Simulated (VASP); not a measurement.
Runs of VASP 6.6.1 on Na. The structure is that of space group Pm-3m (No. 221), or close to it. The cells are those of the table. 

| task | cell | k mesh | cutoff (eV) | gap on the mesh (eV) | pressure (GPa) |
| --- | --- | --- | --- | --- | --- |
| single point | a = 3.272 Å, 1 atom | 10 × 10 × 10 | 520 | none | 1.0 |
| single point | a = 3.414 Å, 1 atom | 10 × 10 × 10 | 520 | none | 0.0 |
| single point | a = 3.414 Å, 1 atom | 15 × 15 × 15 | 520 | none | 0.0 |
| single point | a = 3.321 Å, 1 atom | 10 × 10 × 10 | 520 | none | 0.6 |
| single point | a = 3.414 Å, 1 atom | 9 × 9 × 9 | 520 | none | 0.0 |
| relaxation of cell and atoms | relaxed from a = 3.441 Å, 1 atom | 9 × 9 × 9 | 600 | none | 0.0 |
| single point | a = 3.459 Å, 1 atom | 10 × 10 × 10 | 520 | none | -0.2 |
| single point | a = 3.503 Å, 1 atom | 10 × 10 × 10 | 520 | none | (a) |

Alike in all rows: level PBE; potentials or basis VASP PAW PBE potentials, release 64 (Na_pv); no spin polarisation; smearing fermi-dirac 0.1 eV.

**Question.** Fill in the values left out.

**Answer.** (a) -0.4.

A gap of «none» marks levels without a gap at the run's occupations.
